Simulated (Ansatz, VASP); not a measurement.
**One calculation of TlAgS2, two programs**

```
Tl Ag S
1.0
     4.20270    0.00000    0.00000
     0.00000    4.20270    0.00000
     0.00000    0.00000    5.99284
Tl Ag S
1 1 2
Direct
  0.50000 0.50000 0.50000
  0.00000 0.00000 0.00000
  0.50000 0.00000 0.24092
  0.00000 0.50000 0.75908
```

Alike in both runs: functional PBE; k mesh 12 × 12 × 8; occupations gaussian, width 0.1 eV; no spin polarisation.

Ansatz relaxed the structure, and its values are those at the end. VASP's run is a single point on that final structure, the one shown.

|  | VASP | Ansatz |
| --- | --- | --- |
| version | VASP 6.6.1 | Ansatz 0.2.0 |
| potentials or method | VASP PAW PBE potentials, release 64 (Tl_d, Ag, S), cutoff 520 eV | scalar-relativistic, plane waves, PAW |
| valence electrons in the cell | 36 | 44 |

```csv
,VASP,Ansatz,Ansatz less VASP
gap on the k mesh at the Fermi level (eV),none,none,-
pressure (GPa),-0.1,0.0,+0.08
```

A gap of «none» marks a metal or a gap that the smearing closes. VASP's potentials hold 36 valence electrons a cell and Ansatz's 44, so a difference there can come from the potentials and not from the codes.

Spin-orbit coupling is off throughout.
